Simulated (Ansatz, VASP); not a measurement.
**One calculation of MgO, two programs**

```
Mg O
1.0
     3.48638    0.00000    0.00000
    -1.74319    3.01929    0.00000
     0.00000    0.00000    3.96914
Mg O
2 2
Direct
  0.66667 0.33333 0.75000
  0.33333 0.66667 0.25000
  0.66667 0.33333 0.25000
  0.33333 0.66667 0.75000
```

Change from the starting cell: strain +0.000 along x and y, -0.050 along z, atoms carried along.

Alike in both runs: task single point; functional PBEsol; k mesh 9 × 9 × 6; occupations gaussian, width 0.05 eV; no spin polarisation.

|  | VASP | Ansatz |
| --- | --- | --- |
| version | VASP 6.6.1 | Ansatz 0.2.0 |
| potentials or method | VASP PAW PBE potentials, release 64 (Mg, O), cutoff 520 eV | scalar-relativistic, plane waves, PAW |
| valence electrons in the cell | 16 | 32 |

|  | VASP | Ansatz | Ansatz less VASP |
| --- | --- | --- | --- |
| gap on the k mesh at the Fermi level (eV) | 3.61 | 3.62 | +0.004 |
| least direct gap on the mesh (eV) | 3.61 | 3.62 | +0.004 |
| pressure (GPa) | 9.9 | 10.1 | +0.24 |
| traceless stress, the component that is largest in VASP (GPa) | 9.81 | 9.76 | -0.044 |

VASP's potentials were made for PBE, not for PBEsol. VASP's potentials hold 16 valence electrons a cell and Ansatz's 32, so a difference there can come from the potentials and not from the codes.
